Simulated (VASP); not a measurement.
# MgTe (P6_3mc) in VASP: further runs

Runs on MgTe. Level: PBE. Tasks: single point.

Program: VASP 6.6.1. These are calculated values, not measurements. Logs are shortened: lines on timing, memory, paths and dates and some standing lists are left out, and cuts for length are marked.

## 1. The cell of the first run

It takes space group P6_3mc (No. 186, hexagonal). Conventional cell: a = 4.520 Å, b = 4.520 Å, c = 7.330 Å, α = 90.00°, β = 90.00°, γ = 120.00°. Within 3.6 Å of Mg (site symmetry 3m) lie 4 Te at 2.74 to 2.82 Å. Te (site symmetry 3m) has 4 Mg at 2.74 to 2.82 Å within 3.6 Å.

## 2. Single point, PBE

Contents of INCAR:

```
SYSTEM = MgTe
  ALGO = Normal
  EDIFF = 1E-6
  ENCUT = 600
  GGA = PE
  GGA_COMPAT = .FALSE.
  ISIF = 2
  ISMEAR = -1
  LASPH = .TRUE.
  LCHARG = .TRUE.
  LELF = .TRUE.
  LREAL = .FALSE.
  LVHAR = .TRUE.
  LWAVE = .FALSE.
  NBANDS = 16
  NELM = 120
  PREC = Accurate
  SIGMA = 0.01
```

Contents of KPOINTS:

```
k-points
0
G
  4 4 2
  0 0 0
```

Contents of POSCAR:

```
MgTe
1.0
    4.5200000000      0.0000000000      0.0000000000
   -2.2600000000      3.9144350000      0.0000000000
    0.0000000000      0.0000000000      7.3300000000
Mg Te
2 2
Direct
    0.3333333333      0.6666666667      0.0000000000
    0.6666666667      0.3333333333      0.5000000000
    0.3333333333      0.6666666667      0.3850000000
    0.6666666667      0.3333333333      0.8850000000
```

Potentials or basis: VASP PAW PBE potentials, release 64 (Mg, Te).

Run with:

```
$ cat potpaw_PBE.64/Mg/POTCAR potpaw_PBE.64/Te/POTCAR > POTCAR
$ mpirun -np 1 vasp_std > vasp.out
```

OUTCAR:

```text
SYSTEM = MgTe
   EDIFF = 1E-6
   ENCUT = 600
   GGA = PE
   ISIF = 2
   ISMEAR = -1
   LASPH = .TRUE.
   LREAL = .FALSE.
   NELM = 120
   PREC = Accurate

 ion  position               nearest neighbor table
   1  0.333  0.667  0.000-   4 2.74   4 2.74   4 2.74   3 2.82
   2  0.667  0.333  0.500-   3 2.74   3 2.74   3 2.74   4 2.82
   3  0.333  0.667  0.385-   2 2.74   2 2.74   2 2.74   1 2.82
   4  0.667  0.333  0.885-   1 2.74   1 2.74   1 2.74   2 2.82

  LATTYP: Found a hexagonal cell.
 ALAT       =     4.5200000000
 C/A-ratio  =     1.6216814159

  Lattice vectors:

 A1 = (   4.5200000000,   0.0000000000,   0.0000000000)
 A2 = (  -2.2600000000,   3.9144350000,   0.0000000000)
 A3 = (   0.0000000000,   0.0000000000,   7.3300000000)

Analysis of symmetry for initial positions (statically):
=====================================================================
 Subroutine PRICEL returns:
 Original cell was already a primitive cell.

 Routine SETGRP: Setting up the symmetry group for a
 hexagonal supercell.

 Subroutine GETGRP returns: Found 12 space group operations
 (whereof  6 operations were pure point group operations)
 out of a pool of 24 trial point group operations.

The static configuration has the point symmetry C_3v.
 The point group associated with its full space group is C_6v.

Analysis of symmetry for dynamics (positions and initial velocities):
=====================================================================
 Subroutine PRICEL returns:
 Original cell was already a primitive cell.

 Routine SETGRP: Setting up the symmetry group for a
 hexagonal supercell.

 Subroutine GETGRP returns: Found 12 space group operations
 (whereof  6 operations were pure point group operations)
 out of a pool of 24 trial point group operations.

The dynamic configuration has the point symmetry C_3v.
 The point group associated with its full space group is C_6v.

 Subroutine INISYM returns: Found 12 space group operations
 (whereof  6 operations are pure point group operations),
 and found     1 'primitive' translations

----------------------------------------------------------------------------------------

                                     Primitive cell

  volume of cell :     129.6915

  direct lattice vectors                    reciprocal lattice vectors
     4.520000000  0.000000000  0.000000000     0.221238938  0.127732355  0.000000000
    -2.260000000  3.914435000  0.000000000     0.000000000  0.255464709  0.000000000
     0.000000000  0.000000000  7.330000000     0.000000000  0.000000000  0.136425648

[... 73 lines left out ...]
   NSW    =      0    number of steps for IOM
   IBRION =     -1    ionic relax: 0-MD 1-quasi-New 2-CG
   NFREE  =      0    steps in history (QN), initial steepest desc. (CG)
   ISIF   =      2    stress and relaxation
   ISYM   =      2    0-nonsym 1-usesym 2-fastsym
   POTIM  = 0.5000    time-step for ionic-motion
   TEBEG  =    0.0;   TEEND  =   0.0 temperature during run
   PSTRESS=    0.0 pullay stress
   NELECT =      16.0000    total number of electrons
   NUPDOWN=      -1.0000    fix difference up-down
   EMIN   =  10.00;   EMAX   =-10.00  energy-range for DOS
   EFERMI =   0.00;   METHOD = LEGACY
   ISMEAR =    -1;   SIGMA  =   0.01  broadening in eV -4-tet -1-fermi 0-gaus
   EFERMI_NEDOS =   21; number of points for ismear=-14 and -15
   IALGO  =     38    algorithm
   IMIX   =      4    mixing-type and parameters
     AMIX     =   0.40;   BMIX     =  1.00
     AMIX_MAG =   1.60;   BMIX_MAG =  1.00
  volume/ion in A,a.u.               =      32.42       218.80
  Fermi-wavevector in a.u.,A,eV,Ry     =   0.814975  1.540080  9.036777  0.664184
  Thomas-Fermi vector in A             =   1.924979
   LORBIT       =      0    0 simple, 1 ext, 2 COOP (PROOUT), +10 PAW based schemes
   GGA     = PE    functional components
   LHFCALC =     F    Hartree Fock is set to
   AEXX    =    0.0000 exact exchange contribution
   IVDW    =     0    specifies the selected vdW correction
   LEPSILON=     F    determine dielectric tensor
   LRPA    =     F    only Hartree local field effects (RPA)
 non-spin polarized calculation
  energy-cutoff  :      600.00
  volume of cell :      129.69
 maximum number of plane-waves:      4350
   NGX = 19   NGY = 19   NGZ = 29

 number of electron      16.0000000 magnetization

 Free energy of the ion-electron system (eV)
  ---------------------------------------------------
  ext. energy  EPLUGINS =         0.00000000
  ---------------------------------------------------
  free energy    TOTEN  =       -12.70976072 eV

  energy without entropy =      -12.70976072  energy(sigma->0) =      -12.70976072

 E-fermi :   2.5366     XC(G=0):  -7.9812

 val. band max:        2.3000309464   @ k =   0.0000   0.0000   0.0000
 cond. band min:       4.8504397627   @ k =   0.0000   0.0000   0.0000
 fundamental gap:      2.5504088162
 Fermi energy:         2.5365780629

 k-point     1 :       0.0000    0.0000    0.0000
  band No.  band energies     occupation
      1      -8.1525      2.00000
      2      -7.4952      2.00000
      3      -1.1175      2.00000
      4       1.6432      2.00000
      5       1.6432      2.00000
      6       2.1477      2.00000
[... 129 lines left out ...]
      3      -0.8464      2.00000
      4      -0.8464      2.00000
      5       0.5027      2.00000
      6       0.5027      2.00000
[... 8 lines left out ...]
     15       8.8491      0.00000
     16       8.8491      0.00000

------------------------ aborting loop because EDIFF is reached ----------------------------------------

  FORCE on cell =-STRESS in cart. coord.  units (eV):
  Direction    XX          YY          ZZ          XY          YZ          ZX
  --------------------------------------------------------------------------------------
  -------------------------------------------------------------------------------------
  Total        2.4168118      2.4168120      1.1415555      0.0000000      0.0000000      0.0000000
  in kB       29.8567080     29.8567106     14.1025005      0.0000000      0.0000000      0.0000000
  external PRESSURE =      24.6053064 kB  Pullay stress =       0.0000000 kB

 VOLUME and BASIS-vectors are now :
 -----------------------------------------------------------------------------
  energy-cutoff  :      600.00
  volume of cell :      129.69
      direct lattice vectors                 reciprocal lattice vectors
     4.520000000  0.000000000  0.000000000     0.221238938  0.127732355  0.000000000
    -2.260000000  3.914435000  0.000000000     0.000000000  0.255464709  0.000000000
     0.000000000  0.000000000  7.330000000     0.000000000  0.000000000  0.136425648

 POSITION                                       TOTAL-FORCE (eV/Angst)
 -----------------------------------------------------------------------------------
     -0.00000      2.60962      0.00000        -0.000000     -0.000000      0.235153
      2.26000      1.30481      3.66500        -0.000000      0.000000      0.235153
     -0.00000      2.60962      2.82205        -0.000000     -0.000000     -0.235153
      2.26000      1.30481      6.48705         0.000000     -0.000000     -0.235153
 -----------------------------------------------------------------------------------
    total drift:                               -0.000000     -0.000000      0.000155

  FREE ENERGIE OF THE ION-ELECTRON SYSTEM (eV)
  ---------------------------------------------------
  free  energy   TOTEN  =       -12.7097607199 eV

  energy  without entropy=      -12.7097607198  energy(sigma->0) =      -12.70976072
```

stdout:

```text
POSCAR found type information on POSCAR MgTe
 POSCAR found :  2 types and       4 ions
 scaLAPACK will be used
 LDA part: xc-table for (Slater+PW92), standard interpolation
 POSCAR, INCAR and KPOINTS ok, starting setup
 FFT: planning ... GRIDC
 FFT: planning ... GRID_SOFT
 FFT: planning ... GRID
 WAVECAR not read
 entering main loop
```

Run time: 21 s. Hardware: 1 thread of Intel Xeon 8259CL, shared host; peak memory 0.26 GiB.

Results:

| Item | Value |
| --- | --- |
| Free energy | -12.7098 eV |
| Pressure | 2.5 GPa |
| Largest force | 0.235 eV/Å |
| Band gap on the k mesh | 2.55 eV |

Forces on the atoms (eV/Å):
```
Mg   0.000  0.000  0.235
Mg   0.000  0.000  0.235
Te   0.000  0.000 -0.235
Te   0.000  0.000 -0.235
```

Caveat: the k points lie up to 0.43 Å⁻¹ apart; spin-orbit coupling is left out, which moves the levels of the heavy elements. A k mesh can miss the band edges.

## 3. Single point, PBE

This run uses another cell than the first one, of 32.60 Å³/atom.

Contents of INCAR:

```
PREC = Accurate
ENCUT = 600
EDIFF = 1E-6
ISMEAR = -1
SIGMA = 0.01
LREAL = False
LASPH = True
NELM = 120
ALGO = Normal
ISIF = 2
LWAVE = False
LCHARG = False
GGA = PE
NBANDS = 16
GGA_COMPAT = False
```

Contents of KPOINTS:

```
regular mesh
0
Gamma
  4 4 2
```

Contents of POSCAR:

```
MgTe
1.0
    4.5297652966      0.0000000000      0.0000000000
   -2.2648826483      3.9228919953      0.0000000000
    0.0000000000      0.0000000000      7.3375093355
Mg Te
2 2
Direct
    0.3333333333      0.6666666667      0.0004546819
    0.6666666667      0.3333333333      0.5004546819
    0.3333333333      0.6666666667      0.3845452344
    0.6666666667      0.3333333333      0.8845452344
```

Potentials or basis: VASP PAW PBE potentials, release 64 (Mg, Te).

Run with:

```
$ cat potpaw_PBE.64/Mg/POTCAR potpaw_PBE.64/Te/POTCAR > POTCAR
$ mpirun -np 1 vasp_std > vasp.out
```

OUTCAR:

```text
PREC = Accurate
   ENCUT = 600
   EDIFF = 1E-6
   ISMEAR = -1
   LREAL = False
   LASPH = True
   NELM = 120
   ISIF = 2
   GGA = PE

 ion  position               nearest neighbor table
   1  0.333  0.667  0.000-   4 2.75   4 2.75   4 2.75   3 2.82
   2  0.667  0.333  0.500-   3 2.75   3 2.75   3 2.75   4 2.82
   3  0.333  0.667  0.385-   2 2.75   2 2.75   2 2.75   1 2.82
   4  0.667  0.333  0.885-   1 2.75   1 2.75   1 2.75   2 2.82

  LATTYP: Found a hexagonal cell.
 ALAT       =     4.5297652966
 C/A-ratio  =     1.6198431607

  Lattice vectors:

 A1 = (   4.5297652966,   0.0000000000,   0.0000000000)
 A2 = (  -2.2648826483,   3.9228919953,   0.0000000000)
 A3 = (   0.0000000000,   0.0000000000,   7.3375093355)

Analysis of symmetry for initial positions (statically):
=====================================================================
 Subroutine PRICEL returns:
 Original cell was already a primitive cell.

 Routine SETGRP: Setting up the symmetry group for a
 hexagonal supercell.

 Subroutine GETGRP returns: Found 12 space group operations
 (whereof  6 operations were pure point group operations)
 out of a pool of 24 trial point group operations.

The static configuration has the point symmetry C_3v.
 The point group associated with its full space group is C_6v.

Analysis of symmetry for dynamics (positions and initial velocities):
=====================================================================
 Subroutine PRICEL returns:
 Original cell was already a primitive cell.

 Routine SETGRP: Setting up the symmetry group for a
 hexagonal supercell.

 Subroutine GETGRP returns: Found 12 space group operations
 (whereof  6 operations were pure point group operations)
 out of a pool of 24 trial point group operations.

The dynamic configuration has the point symmetry C_3v.
 The point group associated with its full space group is C_6v.

[... 102 lines left out ...]
   IALGO  =     38    algorithm
   IMIX   =      4    mixing-type and parameters
     AMIX     =   0.40;   BMIX     =  1.00
     AMIX_MAG =   1.60;   BMIX_MAG =  1.00
  volume/ion in A,a.u.               =      32.60       219.97
  Fermi-wavevector in a.u.,A,eV,Ry     =   0.813526  1.537341  9.004662  0.661824
  Thomas-Fermi vector in A             =   1.923267
   LORBIT       =      0    0 simple, 1 ext, 2 COOP (PROOUT), +10 PAW based schemes
   GGA     = PE    functional components
   LHFCALC =     F    Hartree Fock is set to
   AEXX    =    0.0000 exact exchange contribution
   IVDW    =     0    specifies the selected vdW correction
   LEPSILON=     F    determine dielectric tensor
   LRPA    =     F    only Hartree local field effects (RPA)
 non-spin polarized calculation
  energy-cutoff  :      600.00
  volume of cell :      130.39
 maximum number of plane-waves:      4362
   NGX = 19   NGY = 19   NGZ = 29

 number of electron      16.0000001 magnetization

 Free energy of the ion-electron system (eV)
  ---------------------------------------------------
  ext. energy  EPLUGINS =         0.00000000
  ---------------------------------------------------
  free energy    TOTEN  =       -12.72369044 eV

  energy without entropy =      -12.72369044  energy(sigma->0) =      -12.72369044

 E-fermi :   2.5042     XC(G=0):  -7.9612

 val. band max:        2.2529325805   @ k =   0.0000   0.0000   0.0000
 cond. band min:       4.7854660838   @ k =   0.0000   0.0000   0.0000
 fundamental gap:      2.5325335032
 Fermi energy:         2.5042219061

 k-point     1 :       0.0000    0.0000    0.0000
  band No.  band energies     occupation
      1      -8.1724      2.00000
      2      -7.5201      2.00000
      3      -1.1442      2.00000
      4       1.6073      2.00000
      5       1.6073      2.00000
      6       2.1116      2.00000
[... 129 lines left out ...]
      3      -0.8692      2.00000
      4      -0.8692      2.00000
      5       0.4793      2.00000
      6       0.4793      2.00000
[... 8 lines left out ...]
     15       8.8027      0.00000
     16       8.8027      0.00000

------------------------ aborting loop because EDIFF is reached ----------------------------------------

  FORCE on cell =-STRESS in cart. coord.  units (eV):
  Direction    XX          YY          ZZ          XY          YZ          ZX
  --------------------------------------------------------------------------------------
  -------------------------------------------------------------------------------------
  Total        2.1547636      2.1547637      1.1015979      0.0000000      0.0000000      0.0000000
  in kB       26.4776529     26.4776553     13.5363928      0.0000000      0.0000000      0.0000000
  external PRESSURE =      22.1639003 kB  Pullay stress =       0.0000000 kB

 VOLUME and BASIS-vectors are now :
 -----------------------------------------------------------------------------
  energy-cutoff  :      600.00
  volume of cell :      130.39
      direct lattice vectors                 reciprocal lattice vectors
     4.529765297  0.000000000  0.000000000     0.220761990  0.127456989  0.000000000
    -2.264882648  3.922891995  0.000000000     0.000000000  0.254913977  0.000000000
     0.000000000  0.000000000  7.337509336     0.000000000  0.000000000  0.136286028

 POSITION                                       TOTAL-FORCE (eV/Angst)
 -----------------------------------------------------------------------------------
     -0.00000      2.61526      0.00334        -0.000000      0.000000      0.200597
      2.26488      1.30763      3.67209         0.000000     -0.000000      0.200597
     -0.00000      2.61526      2.82160         0.000000      0.000000     -0.200597
      2.26488      1.30763      6.49036        -0.000000      0.000000     -0.200597
 -----------------------------------------------------------------------------------
    total drift:                               -0.000000     -0.000000      0.000302

  FREE ENERGIE OF THE ION-ELECTRON SYSTEM (eV)
  ---------------------------------------------------
  free  energy   TOTEN  =       -12.7236904438 eV

  energy  without entropy=      -12.7236904438  energy(sigma->0) =      -12.72369044
```

It took 21 s on 1 thread of Intel Xeon 8259CL, shared host; peak memory 0.26 GiB.

Results:

| Item | Value |
| --- | --- |
| Free energy | -12.7237 eV |
| Pressure | 2.2 GPa |
| Largest force | 0.201 eV/Å |
| Band gap on the k mesh | 2.53 eV |

Forces in eV/Å, atoms in the order of the input:
```
Mg   0.000  0.000  0.201
Mg   0.000  0.000  0.201
Te   0.000  0.000 -0.201
Te   0.000  0.000 -0.201
```

Levels at points of the mesh, in eV from the valence-band top:
```tsv
k point	band 4	band 5	band 6	band 7	band 8	band 9	band 10	band 11	band 12	band 13
(0.00, 0.00, 0.00)	-0.65	-0.65	-0.14	-0.14	0.00	2.53	2.89	5.19	5.19	5.61
(0.50, 0.00, 0.00)	-2.82	-2.08	-1.41	-1.08	-0.60	3.02	3.82	4.27	5.48	6.68
(0.00, 0.00, 0.50)	-2.09	-0.41	-0.41	-0.41	-0.41	3.43	3.43	5.43	5.43	5.43
(0.50, 0.00, 0.50)	-3.38	-1.05	-1.05	-0.97	-0.97	3.17	3.17	4.15	4.15	7.09
```

Caveat: the k points lie up to 0.43 Å⁻¹ apart; spin-orbit coupling is left out, which moves the levels of the heavy elements. Expect the measured gap to be larger: semilocal functionals such as PBE lack the derivative discontinuity.

## 4. Single point, PBE

This run uses another cell than the first one, of 34.07 Å³/atom.

Contents of INCAR:

```
SYSTEM = MgTe
ALGO = Normal ; EDIFF = 1E-6
ENCUT = 600 ; GGA = PE
GGA_COMPAT = .FALSE. ; ISIF = 2
ISMEAR = -1 ; LASPH = .TRUE.
LCHARG = .TRUE. ; LELF = .TRUE.
LREAL = .FALSE. ; LVHAR = .TRUE.
LWAVE = .FALSE. ; NBANDS = 16
NELM = 120 ; PREC = Accurate
SIGMA = 0.01
```

Contents of KPOINTS:

```
k-points
0
G
  4 4 2
  0 0 0
```

Contents of POSCAR:

```
MgTe
1.0
    4.6103720044      0.0000000000      0.0000000000
   -2.3051860022      3.9926994551      0.0000000000
    0.0000000000      0.0000000000      7.4041978533
Mg Te
2 2
Direct
    0.3333333333      0.6666666667      0.0040117027
    0.6666666667      0.3333333333      0.5040117027
    0.3333333333      0.6666666667      0.3809881323
    0.6666666667      0.3333333333      0.8809881323
```

Run with:

```
$ cat potpaw_PBE.64/Mg/POTCAR potpaw_PBE.64/Te/POTCAR > POTCAR
$ mpirun -np 1 vasp_std > vasp.out
```

It took 29 s on 1 thread of Intel Xeon 8259CL, shared host; peak memory 0.29 GiB.

It converged, with:

| Property | Result |
| --- | --- |
| Free energy | -12.7799 eV |
| Pressure | 0.5 GPa |
| Largest force | 0.063 eV/Å |
| Band gap on the k mesh | 2.39 eV |

Forces in eV/Å, atoms in the order of the input:
```
Mg   0.000  0.000 -0.063
Mg   0.000  0.000 -0.063
Te   0.000  0.000  0.063
Te   0.000  0.000  0.063
```

Stress tensor (GPa, compression positive):
```
0.25 0.00 0.00
0.00 0.25 0.00
0.00 0.00 0.86
```

Levels at points of the mesh, in eV from the valence-band top:
| k point | band 5 | band 6 | band 7 | band 8 | band 9 | band 10 | band 11 | band 12 |
| --- | --- | --- | --- | --- | --- | --- | --- | --- |
| (0.00, 0.00, 0.00) | -0.55 | -0.05 | -0.05 | 0.00 | 2.39 | 2.85 | 5.18 | 5.18 |
| (0.50, 0.00, 0.00) | -1.97 | -1.27 | -1.01 | -0.46 | 3.10 | 3.83 | 4.27 | 5.42 |
| (0.00, 0.00, 0.50) | -0.32 | -0.32 | -0.32 | -0.32 | 3.35 | 3.35 | 5.44 | 5.44 |
| (0.50, 0.00, 0.50) | -0.91 | -0.91 | -0.88 | -0.88 | 3.20 | 3.20 | 4.25 | 4.25 |

Caveat: the k points lie up to 0.42 Å⁻¹ apart; spin-orbit coupling is left out, which moves the levels of the heavy elements. Expect the measured gap to be larger: semilocal functionals such as PBE lack the derivative discontinuity.

(Continued in part 2 of 2.)
